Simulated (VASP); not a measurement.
Input of a VASP 6.6.1 run:

Contents of INCAR:

```
SYSTEM = V
PREC = Accurate ; ENCUT = 520
EDIFF = 1E-6 ; ISMEAR = 1
SIGMA = 0.1 ; LREAL = .FALSE.
LASPH = .TRUE. ; NELM = 150
ALGO = Normal ; ISIF = 2
LWAVE = .FALSE. ; LCHARG = .FALSE.
ISPIN = 2 ; MAGMOM = -1.16
LORBIT = 11 ; LMAXMIX = 4
LDAU = .TRUE. ; LDAUTYPE = 2
LDAUL = 2 ; LDAUU = 7
LDAUJ = 0 ; LDAUPRINT = 1
GGA = RE ; IVDW = 12
NBANDS = 16
```

The input KPOINTS:

```
Automatic mesh
0
G
  12 12 12
  0 0 0
```

File POSCAR:

```
V
1.0
    0.0000000000      1.9060527419      1.9060527419
    1.9060527419      0.0000000000      1.9060527419
    1.9060527419      1.9060527419      0.0000000000
V
1
Direct
    0.0000000000      0.0000000000      0.0000000000
```

Potentials or basis: VASP PAW PBE potentials, release 64 (V_sv).

The run is started by

```sh
$ cat potpaw_PBE.64/V_sv/POTCAR > POTCAR
$ mpirun -np 1 vasp_std > vasp.out
```

Task: Predict the net moment.

Result: -0.01 μB per cell.

Task: What does it give for the pressure?

Result: 8.9 GPa.

Eigenvalues of the final occupation matrices:
| site | spin | trace | eigenvalues |
| --- | --- | --- | --- |
| site 1 d | 1 | 1.41 | 0.18 0.18 0.35 0.35 0.35 |
| site 1 d | 2 | 1.42 | 0.18 0.18 0.35 0.35 0.35 |

Caveat: three body term missing; the cell stands under pressure; the PAW data sets were made with another functional, which shifts forces and pressure a little; the U is typed as a test and isn't derived for this compound. The state reached can hang on the start; a lower one may exist.
